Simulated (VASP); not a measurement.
RbReB2, 4 atoms in the cell. The structure is tetragonal, space group P4mm (No. 99). The conventional cell has a = 4.060 Å, b = 4.060 Å, c = 4.985 Å, α = 90.00°, β = 90.00°, γ = 90.00°. Within 3.1 Å of Rb (site symmetry 4mm) lie 2 Re at 2.36 to 2.62 Å and 4 B at 2.79 Å. Within 2.8 Å of Re (site symmetry 4mm) lie 4 B at 2.15 Å and 2 Rb at 2.36 to 2.62 Å. B (site symmetry 2mm) has 2 Re at 2.15 Å and 2 Rb at 2.79 Å within 2.8 Å. 

```yaml
Program: VASP 6.6.1
Task: single point
Functional: PBE
Potentials_or_basis: VASP PAW PBE potentials, release 64 (Rb_sv, Re, B)
Cutoff: 520 eV
k_mesh: 4 × 4 × 4
Occupations: gaussian, width 0.1 eV
Spin: no spin polarisation
Dipole_correction: no
Further_INCAR_settings: ALGO = Normal; EDIFF = 1e-07; NBANDS = 19
```

Potentials or basis: VASP PAW PBE potentials, release 64 (Rb_sv, Re, B).

Launch:

```bash
$ cat potpaw_PBE.64/Rb_sv/POTCAR potpaw_PBE.64/Re/POTCAR potpaw_PBE.64/B/POTCAR > POTCAR
$ mpirun -np 1 vasp_std > vasp.out
```

Hardware: 1 thread of Oxide Virtual Turin-like Processor, with other jobs on the host.

Task: Estimate the wall time of this run.

Result: Wall time 68 s on 1 thread of Oxide Virtual Turin-like Processor, with other jobs on the host, peak memory 0.16 GiB. Counts: scf iterations 16, k points 18.
